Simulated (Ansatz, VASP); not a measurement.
Two plane-wave programs on Hf

```
Hf
1.0
     3.32788    0.00000    0.00000
    -1.66394    2.88202    0.00000
     0.00000    0.00000    5.26916
Hf
2
Direct
  0.33333 0.66667 0.25000
  0.66667 0.33333 0.75000
```

Alike in both runs: task single point; functional PBE; k mesh 19 × 19 × 10; occupations fermi-dirac, width 0.1 eV; no spin polarisation.

|  | VASP | Ansatz |
| --- | --- | --- |
| version | VASP 6.6.1 | Ansatz 0.2.0 |
| potentials or method | VASP PAW PBE potentials, release 64 (Hf_pv), cutoff 520 eV | plane waves (420 eV) with PAW, scalar-relativistic |
| valence electrons in the cell | 20 | 52 |

|  | VASP | Ansatz | Ansatz less VASP |
| --- | --- | --- | --- |
| pressure (GPa) | -10.4 | -10.0 | +0.41 |
| traceless stress, the component that is largest in VASP (GPa) | -0.25 | -0.21 | +0.044 |

The functional is the same, so the differences come from potentials, cutoffs and numerics. VASP's potentials hold 20 valence electrons a cell and Ansatz's 52, so a difference there can come from the potentials and not from the codes.

Spin-orbit coupling is off throughout.
